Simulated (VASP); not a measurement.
Crystal: MgPb2S3.

```
Mg Pb S
1.0
     4.36751    0.00000    0.00000
    -2.18375    3.78237    0.00000
     0.00000    0.00000   10.61406
Mg Pb S
1 2 3
Direct
  0.33333 0.66667 0.66411
  0.00000 0.00000 0.99686
  0.66667 0.33333 0.33764
  0.00000 0.00000 0.25037
  0.66667 0.33333 0.59209
  0.33333 0.66667 0.90893
```

```yaml
Program: VASP 6.6.1
Task: relaxation of cell and atoms
Functional: PBEsol
Potentials_or_basis: VASP PAW PBE potentials, release 64 (Mg, Pb_d, S)
Cutoff: 600 eV
k_mesh: 6 × 6 × 2
Occupations: fermi-dirac, width 0.03 eV
Spin: no spin polarisation
```

At the start: pressure 3.3 GPa; volume 29.22 Å³/atom.

Question: How do energy, volume and symmetry change on relaxing?

Answer: Over 26 steps the energy falls by 127.6 meV/atom and the volume is 29.35 Å³/atom (+0.4 %); space group P3m1 (No. 156, to 0.1 Å) before and after.

The path:
```csv
step,energy change (eV),largest force (eV/Å),pressure (GPa),volume (Å³)
1,0.0000,1.3949,3.33,175.34
2,-0.2410,0.8001,-1.06,191.22
3,-0.2411,0.8114,-0.99,190.88
4,-0.3316,0.6178,-0.73,188.73
5,-0.4795,0.8372,0.30,182.26
6,-0.5616,0.7136,0.12,181.72
7,-0.7101,0.2783,-0.39,179.70
8,-0.7125,0.3373,-0.47,179.20
9,-0.7131,0.3180,-0.44,179.37
10,-0.7332,0.2835,0.21,176.72
11,-0.7352,0.2732,0.50,175.60
12,-0.7514,0.2083,0.08,176.78
13,-0.7554,0.1549,-0.24,177.67
14,-0.7604,0.0958,0.02,176.48
15,-0.7609,0.1058,0.13,176.00
16,-0.7633,0.0847,-0.06,176.44
17,-0.7635,0.1000,-0.15,176.64
18,-0.7647,0.0526,0.06,175.77
19,-0.7647,0.0528,0.06,175.78
20,-0.7652,0.0317,-0.01,176.03
21,-0.7653,0.0356,-0.04,176.11
22,-0.7654,0.0091,0.05,175.84
23,-0.7654,0.0116,0.02,175.92
24,-0.7654,0.0120,-0.01,176.07
25,-0.7654,0.0126,0.00,176.08
26,-0.7654,0.0049,0.00,176.09
```

Final structure:
```yaml
crystal:
  lattice:
    - [4.08142, 0.00000, 0.00000]
    - [-2.04071, 3.53461, 0.00000]
    - [0.00000, 0.00000, 12.20625]
  atoms:
    - { symbol: Mg, position: [0.33333, 0.66667, 0.66831] }
    - { symbol: Pb, position: [0.00000, 0.00000, 0.98996] }
    - { symbol: Pb, position: [0.66667, 0.33333, 0.35801] }
    - { symbol: S, position: [0.00000, 0.00000, 0.24218] }
    - { symbol: S, position: [0.66667, 0.33333, 0.61541] }
    - { symbol: S, position: [0.33333, 0.66667, 0.87614] }
```

Caveat: a cell axis changed by over 15 % at a fixed basis, so the end point is rough; the PAW data sets were made with another functional, which shifts forces and pressure a little.
